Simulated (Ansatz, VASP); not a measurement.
**One calculation of CoW3, two programs**

```
CELL_PARAMETERS angstrom
4.09417 0.00000 0.00000
0.00000 4.09417 0.00000
0.00000 0.00000 3.89921
ATOMIC_POSITIONS crystal
Co 0.00000 0.00000 0.00000
W 0.00000 0.50000 0.50000
W 0.50000 0.00000 0.50000
W 0.50000 0.50000 0.00000
```

Change from the starting cell: strain +0.050 along x and y, +0.000 along z, atoms carried along.

Alike in both runs: task single point; functional PBE; k mesh 12 × 12 × 12; occupations gaussian, width 0.15 eV; no spin polarisation.

|  | VASP | Ansatz |
| --- | --- | --- |
| version | VASP 6.6.1 | Ansatz 0.2.0 |
| potentials or method | VASP PAW PBE potentials, release 64 (Co, W_sv), cutoff 520 eV | scalar-relativistic, plane waves, PAW |
| valence electrons in the cell | 51 | 59 |

Ansatz gave:

```
gap on the k mesh at the Fermi level (eV)                     : none
pressure (GPa)                                                : -22.0
traceless stress, the component that is largest in VASP (GPa) : 0.23
```

Question: What did VASP give for the same quantities?

Answer: gap on the k mesh at the Fermi level (eV): none; pressure (GPa): -21.7; traceless stress, the component that is largest in VASP (GPa): 0.16.

A gap of «none» marks a metal or a gap that the smearing closes. VASP's potentials hold 51 valence electrons a cell and Ansatz's 59, so a difference there can come from the potentials and not from the codes.

Neither program's run includes spin-orbit coupling.
